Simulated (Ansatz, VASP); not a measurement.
Two plane-wave programs on H

```
CELL_PARAMETERS angstrom
1.62194 -2.68762 0.00000
1.62194 2.68762 0.00000
0.00000 0.00000 6.52251
ATOMIC_POSITIONS crystal
H 0.56781 0.43219 0.99951
H 0.43219 0.56781 0.00049
H 0.43219 0.56781 0.49951
H 0.56781 0.43219 0.50049
```

Alike in both runs: task single point; functional LDA; k mesh 10 × 10 × 4; occupations gaussian, width 0.05 eV; no spin polarisation.

|  | VASP | Ansatz |
| --- | --- | --- |
| version | VASP 6.6.1 | Ansatz 0.2.0 |
| potentials or method | VASP PAW LDA potentials, release 64 (H), cutoff 520 eV | scalar-relativistic, plane waves, PAW |
| valence electrons in the cell | 4 | 4 |

|  | VASP | Ansatz | Ansatz less VASP |
| --- | --- | --- | --- |
| gap on the k mesh at the Fermi level (eV) | 8.01 | 8.01 | +0.005 |
| least direct gap on the mesh (eV) | 8.03 | 8.03 | +0.006 |
| pressure (GPa) | 1.4 | 1.5 | +0.16 |
| traceless stress, the component that is largest in VASP (GPa) | 3.78 | 3.78 | +0.006 |
| rms of the force components (eV/Å) | 0.837 | 0.833 | -0.0041 |

LDA's correlation is that of Perdew and Zunger in VASP and of Perdew and Wang (1992) in Ansatz. Atom by atom the forces differ by 0.004 eV/Å (rms over components).
